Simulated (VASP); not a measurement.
Si5Se: single point with PBE

Crystal: Si5Se.

```
CELL_PARAMETERS angstrom
5.31848 0.00000 0.00000
-2.65924 4.60594 0.00000
0.00000 0.00000 4.24767
ATOMIC_POSITIONS crystal
Si 0.00000 0.50000 0.50000
Si 0.33333 0.66667 0.00000
Si 0.66667 0.33333 0.00000
Si 0.50000 0.00000 0.50000
Si 0.50000 0.50000 0.50000
Se 0.00000 0.00000 0.00000
```

```yaml
Program: VASP 6.6.1
Task: single point
Functional: PBE
Potentials_or_basis: VASP PAW PBE potentials, release 64 (Si, Se)
Cutoff: 520 eV
k_mesh: 6 × 6 × 4
Occupations: gaussian, width 0.1 eV
Spin: no spin polarisation
```

The pressure is -1.9 GPa and the band gap on the k mesh is zero (band 13 reaches 9.07 eV, above the bottom of band 14 at 5.21 eV).

Stress tensor (GPa, compression positive):
```
-3.40  0.00  0.00
 0.00 -3.40  0.00
 0.00  0.00  1.04
```

Levels at points of the mesh, in eV from the Fermi level:
```
           k point  band 10  band 11  band 12  band 13  band 14  band 15  band 16  band 17
(0.00, 0.00, 0.00)    -0.97    -0.45    -0.22     0.46     0.46     0.56     0.56     1.49
(0.50, 0.00, 0.00)    -1.88    -1.83    -1.18    -0.75     0.15     0.33     0.41     0.62
(0.00, 0.00, 0.50)    -3.67    -3.67    -2.63    -2.63    -2.28     3.59     4.37     4.46
(0.50, 0.00, 0.50)    -0.95    -0.50    -0.38     0.10     0.59     1.69     1.77     1.77
```

It took 17 s on 1 thread of Intel(R) Xeon(R) 6975P-C (Granite Rapids), on a shared host, peak memory 0.22 GiB.

Caveat: the k points lie up to 0.37 Å⁻¹ apart.
